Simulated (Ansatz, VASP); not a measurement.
Be in VASP and in Ansatz

The input INCAR:

```
PREC     = Accurate       # precision mode
ENCUT    = 520            # plane-wave cutoff, eV
EDIFF    = 1E-7           # SCF threshold, eV
ISMEAR   = -1             # smearing method
SIGMA    = 0.05           # smearing width, eV
LREAL    = F              # projectors in reciprocal space
LASPH    = T              # aspherical terms in the spheres
NELM     = 60             # most SCF steps
ALGO     = Normal         # electronic algorithm
ISIF     = 2              # what is computed and relaxed
LWAVE    = F              # write WAVECAR
LCHARG   = F              # write CHGCAR
GGA      = CA             # functional
NBANDS   = 7              # bands
```

File KPOINTS:

```
Automatic mesh
0
Gamma
  12 12 13
```

Contents of POSCAR:

```
Be
1.0
    2.2327400000      0.0000000000      0.0000000000
    0.0000000000      2.2327400000      0.0000000000
    0.0000000000      0.0000000000      2.0656500000
Be
1
Direct
    0.5000000000      0.5000000000      0.0000000000
```

File input.yaml:

```yaml
crystal:
  lattice:
    - [2.23274, 0.0, 0.0]
    - [0.0, 2.23274, 0.0]
    - [0.0, 0.0, 2.06565]
  atoms:
    - { symbol: Be, position: [0.5, 0.5, 0.0] }
hamiltonian:
  xc: lda
  pseudopotentials: { kind: paw }
kpoints:
  mp_grid: { grid: [12, 12, 13] }
  band_path:
    path:
      - [[0.0, 0.0, 0.0], [0.0, 0.5, 0.0], [0.5, 0.5, 0.0], [0.0, 0.0, 0.0], [0.0, 0.0, 0.5], [0.0, 0.5, 0.5], [0.5, 0.5, 0.5], [0.0, 0.0, 0.5]]
      - [[0.0, 0.5, 0.0], [0.0, 0.5, 0.5]]
      - [[0.5, 0.5, 0.0], [0.5, 0.5, 0.5]]
    npoints: 14
scf:
  occupations: { method: fermi_dirac, width: 0.05 }
  n_extra_bands: 6
output:
  forces: true
  stress: true
  eigenvalues: true
  fatbands: false
  write_density: true
  write_potential: true
  elf: true
  volumetric_format: npy
```

Alike in both runs: functional LDA; k mesh 12 × 12 × 13; occupations fermi-dirac, width 0.05 eV; no spin polarisation.

```csv
,VASP,Ansatz
version,VASP 6.6.1,Ansatz 0.2.0
potentials or method,"VASP PAW LDA potentials, release 64 (Be)",Ansatz PAW
plane-wave cutoff (eV),520,420
valence electrons in the cell,2,2
task,single point,band structure
```

|  | VASP | Ansatz | Ansatz less VASP |
| --- | --- | --- | --- |
| gap on the k mesh at the Fermi level (eV) | none | none | - |
| pressure (GPa) | -3.1 | -3.3 | -0.20 |
| traceless stress, the component that is largest in VASP (GPa) | -2.71 | -2.64 | +0.067 |

LDA's correlation is that of Perdew and Zunger in VASP and of Perdew and Wang (1992) in Ansatz. A gap of «none» marks a metal or a gap that the smearing closes.
